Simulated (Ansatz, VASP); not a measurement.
**BeCd3S4: VASP beside Ansatz**

```
Be Cd S
1.0
     3.74468    0.00000    0.00000
     0.00000    3.71790    0.00000
     0.00000    0.00000   13.13789
Be Cd S
1 3 4
Direct
  0.00000 0.00000 0.18552
  0.00000 0.50000 0.65923
  0.50000 0.50000 0.33694
  0.50000 0.00000 0.83914
  0.00000 0.00000 0.34448
  0.00000 0.50000 0.86184
  0.50000 0.50000 0.14374
  0.50000 0.00000 0.62911
```

Change from the starting cell: species swapped into the MnB4W3 type (Pmm2, No. 25).

Alike in both runs: functional PBE; k mesh 3 × 3 × 2; occupations gaussian, width 0.15 eV; no spin polarisation.

Ansatz relaxed the structure, and its values are those at the end. VASP's run is a single point on that final structure, the one shown.

|  | VASP | Ansatz |
| --- | --- | --- |
| version | VASP 6.6.1 | Ansatz 0.2.0 |
| potentials or method | VASP PAW PBE potentials, release 64 (Be, Cd, S), cutoff 600 eV | scalar-relativistic, plane waves, PAW |
| valence electrons in the cell | 62 | 86 |

```tsv
	VASP	Ansatz	Ansatz less VASP
gap on the k mesh at the Fermi level (eV)	0.81	0.82	+0.008
least direct gap on the mesh (eV)	1.26	1.27	+0.012
pressure (GPa)	0.2	-0.1	-0.29
rms of the force components (eV/Å)	0.015	0.009	-0.0059
```

VASP's potentials hold 62 valence electrons a cell and Ansatz's 86, so a difference there can come from the potentials and not from the codes.

The k mesh is coarse, so the values compare programs but aren't converged.
